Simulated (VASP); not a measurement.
Here is a VASP 6.6.1 calculation.

File INCAR:

```
SYSTEM = SnO
PREC = Accurate
ENCUT = 600
EDIFF = 1E-6
ISMEAR = 0
SIGMA = 0.1
LREAL = .FALSE.
LASPH = .TRUE.
NELM = 100
ALGO = Fast
ISIF = 3
LWAVE = .FALSE.
LCHARG = .FALSE.
GGA = PS
IBRION = 2
NSW = 70
EDIFFG = -0.008
PSTRESS = 300.0
```

Contents of KPOINTS:

```
regular mesh
0
G
  10 10 6
  0 0 0
```

File POSCAR:

```
SnO
1.0
    2.5080077628     -2.5080077628      0.0000000000
    2.5080077628      2.5080077628      0.0000000000
    0.0000000000      0.0000000000      8.1835912633
Sn O
4 4
Direct
    0.7500000000      0.2500000000      0.8889153841
    0.2500000000      0.7500000000      0.1110846159
    0.7500000000      0.2500000000      0.3889153841
    0.2500000000      0.7500000000      0.6110846159
    0.2500000000      0.2500000000      0.2500000000
    0.7500000000      0.7500000000      0.7500000000
    0.2500000000      0.2500000000      0.7500000000
    0.7500000000      0.7500000000      0.2500000000
```

Potentials or basis: VASP PAW PBE potentials, release 64 (Sn_d, O).

Launch:

```bash
$ cat potpaw_PBE.64/Sn_d/POTCAR potpaw_PBE.64/O/POTCAR > POTCAR
$ mpirun -np 1 vasp_std > vasp.out
```

Problem. Estimate the relaxed volume.

Solution. 12.72 Å³/atom.

Problem. Predict the relaxed cell.

Solution. a = 3.562 Å, b = 3.562 Å, c = 8.023 Å, α = 90.00°, β = 90.00°, γ = 90.00°.

Final structure:
```
Sn O
1.0
     2.51860   -2.51860    0.00000
     2.51860    2.51860    0.00000
     0.00000    0.00000    8.02349
Sn O
4 4
Direct
  0.75000 0.25000 0.89546
  0.25000 0.75000 0.10454
  0.75000 0.25000 0.39546
  0.25000 0.75000 0.60454
  0.25000 0.25000 0.25000
  0.75000 0.75000 0.75000
  0.25000 0.25000 0.75000
  0.75000 0.75000 0.25000
```

Caveat: the cell is relaxed towards a set pressure, so the run minimises the enthalpy, not the energy; the PAW data sets were made with another functional, which shifts forces and pressure a little.
